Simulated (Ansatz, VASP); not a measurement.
Two plane-wave programs on ScGa3P2

File INCAR:

```
PREC = Accurate
ENCUT = 520
EDIFF = 1E-6
ISMEAR = 0
SIGMA = 0.1
LREAL = F
LASPH = T
NELM = 80
ALGO = Normal
ISIF = 2
LWAVE = F
LCHARG = F
GGA = PE
NBANDS = 39
```

Contents of KPOINTS:

```
regular mesh
0
Gamma
  6 6 4
```

POSCAR

```
ScGa3P2
1.0
    3.7810726200      0.0000000000      0.0000000000
   -1.8905363100      3.2745049500      0.0000000000
    0.0000000000      0.0000000000      6.6540950000
Sc Ga P
1 3 2
Direct
    0.0000000000      0.0000000000      0.0000000000
    0.5000000000      0.0000000000      0.5000000000
    0.0000000000      0.5000000000      0.5000000000
    0.5000000000      0.5000000000      0.5000000000
    0.0000000000      0.0000000000      0.1510669500
    0.0000000000      0.0000000000      0.8489330500
```

Input for Ansatz:

```yaml
crystal:
  lattice:
    - [3.78107262, 0.0, 0.0]
    - [-1.89053631, 3.27450495, 0.0]
    - [0.0, 0.0, 6.654095]
  atoms:
    - { symbol: Sc, position: [0.0, 0.0, 0.0] }
    - { symbol: Ga, position: [0.5, 0.0, 0.5] }
    - { symbol: Ga, position: [0.0, 0.5, 0.5] }
    - { symbol: Ga, position: [0.5, 0.5, 0.5] }
    - { symbol: P, position: [0.0, 0.0, 0.15106695] }
    - { symbol: P, position: [0.0, 0.0, 0.84893305] }
basis:
  ecutwfc: 420
kpoints:
  mp_grid: { grid: [6, 6, 4] }
hamiltonian:
  xc: pbe
scf:
  occupations: { method: gaussian, width: 0.1 }
  lower_state_search: "off"
output:
  forces: true
  stress: true
  eigenvalues: true
```

Alike in both runs: task single point; functional PBE; k mesh 6 × 6 × 4; occupations gaussian, width 0.1 eV; no spin polarisation.

|  | VASP | Ansatz |
| --- | --- | --- |
| version | VASP 6.6.1 | Ansatz 0.2.0 |
| potentials or method | VASP PAW PBE potentials, release 64 (Sc_sv, Ga_d, P), cutoff 520 eV | scalar-relativistic, plane waves, PAW |
| valence electrons in the cell | 60 | 60 |

Ansatz gave:

- gap on the k mesh at the Fermi level (eV): none
- rms of the force components (eV/Å): 90.575

Problem. What did VASP give for the same quantities?

Solution. gap on the k mesh at the Fermi level (eV): none; rms of the force components (eV/Å): 53.666.

Atom by atom the forces differ by 36.909 eV/Å (rms over components). A gap of «none» marks a metal or a gap that the smearing closes. With one functional, cell and mesh, what is left measures potentials, basis and numerics.
